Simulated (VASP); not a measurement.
Set up this calculation in VASP 6.6.1, as the native input.

```
Task                   : single point
Functional             : LDA
Potentials or basis    : VASP PAW LDA potentials, release 64 (Hg)
Cutoff                 : 520 eV
k mesh                 : 18 × 18 × 18
Occupations            : gaussian, width 0.15 eV
Spin                   : no spin polarisation
Dipole correction      : no
Further INCAR settings : ALGO = Fast; EDIFF = 1e-06; NBANDS = 12
```

The structure of Hg lies in POSCAR:

```
Hg
1.0
    1.7349945364      1.0074662309      2.2340000000
   -1.7250063742      0.9901662263      2.2340000000
   -0.0099881623     -1.9976324571      2.2340000000
Hg
1
Direct
    0.0000000000      0.0000000000      0.0000000000
```

This cell differs from its parent crystal: strain +0.0100 x Voigt [0, 0, 0, 0, 0, 1].

These files were run (other wordings do the same):

INCAR

```
ALGO = Fast
EDIFF = 1E-6
ENCUT = 520
ISIF = 2
ISMEAR = 0
LASPH = T
LCHARG = T
LELF = T
LREAL = F
LVHAR = T
LWAVE = F
NBANDS = 12
NELM = 60
PREC = Accurate
SIGMA = 0.15
```

KPOINTS

```
k-points
0
Gamma
  18 18 18
```

Potentials or basis: VASP PAW LDA potentials, release 64 (Hg).

Run with:

```sh
$ cat potpaw_LDA.64/Hg/POTCAR > POTCAR
$ mpirun -np 1 vasp_std > vasp.out
```

It gave:

```
Pressure               : -1.2 GPa
Band gap on the k mesh : zero (band 6 reaches 3.92 eV, above the bottom of band 7 at 0.59 eV)
```

Caveat: the cell differs from its parent crystal (strain +0.0100 x Voigt [0, 0, 0, 0, 0, 1]); spin-orbit coupling is left out, which moves the levels of the heavy elements.

Run time: 11 min on 1 thread of Oxide Virtual Turin-like Processor (shared host), peak memory 0.77 GiB.
